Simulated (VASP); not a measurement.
Here is a VASP 6.6.1 calculation.

INCAR

```
ALGO     = Normal         # electronic algorithm
DIPOL    = 0.5 0.5 0.351
EDIFF    = 1E-6           # SCF threshold, eV
ENCUT    = 520            # plane-wave cutoff, eV
GGA      = PE             # functional
IDIPOL   = 3            
ISIF     = 2              # what is computed and relaxed
ISMEAR   = 0              # smearing method
LASPH    = T              # aspherical terms in the spheres
LCHARG   = F              # write CHGCAR
LDIPOL   = T            
LREAL    = F              # projectors in reciprocal space
LWAVE    = F              # write WAVECAR
NBANDS   = 54             # bands
NELM     = 80             # most SCF steps
PREC     = Accurate       # precision mode
SIGMA    = 0.1            # smearing width, eV
```

Contents of KPOINTS:

```
k-points
0
Gamma
  10 6 1
```

POSCAR

```
Ru6N
1.0
    2.7197977462      0.0000000000      0.0000000000
    0.0000000000      4.2966597640      0.0000000000
    0.0000000000      0.0000000000     20.8383397414
Ru N
6 1
Direct
    0.0000000000      0.7500000000      0.1919538720
    0.5000000000      0.2500000000      0.2296314409
    0.5000000000      0.7500000000      0.3049865786
    0.0000000000      0.2500000000      0.3407382302
    0.0000000000      0.7500000000      0.4168575075
    0.5000000000      0.2500000000      0.4481326179
    0.6666666667      0.2500000000      0.5250018168
```

Potentials or basis: VASP PAW PBE potentials, release 64 (Ru_pv, N).

The run is started by

```sh
$ cat potpaw_PBE.64/Ru_pv/POTCAR potpaw_PBE.64/N/POTCAR > POTCAR
$ mpirun -np 1 vasp_std > vasp.out
```

Question: What does it give for the band gap on the k mesh?

Answer: Zero (an odd number of electrons rules out a gap without spin polarisation).

Question: Estimate the largest force.

Answer: 2.368 eV/Å.

Forces in eV/Å, atoms in the order of the input:
```
Ru   0.012  0.000  0.881
Ru  -0.067  0.000 -0.489
Ru  -0.037  0.000 -0.186
Ru  -0.136  0.000 -1.577
Ru   0.174  0.000 -1.222
Ru   0.272  0.000  2.353
N   -0.220  0.000  0.241
```
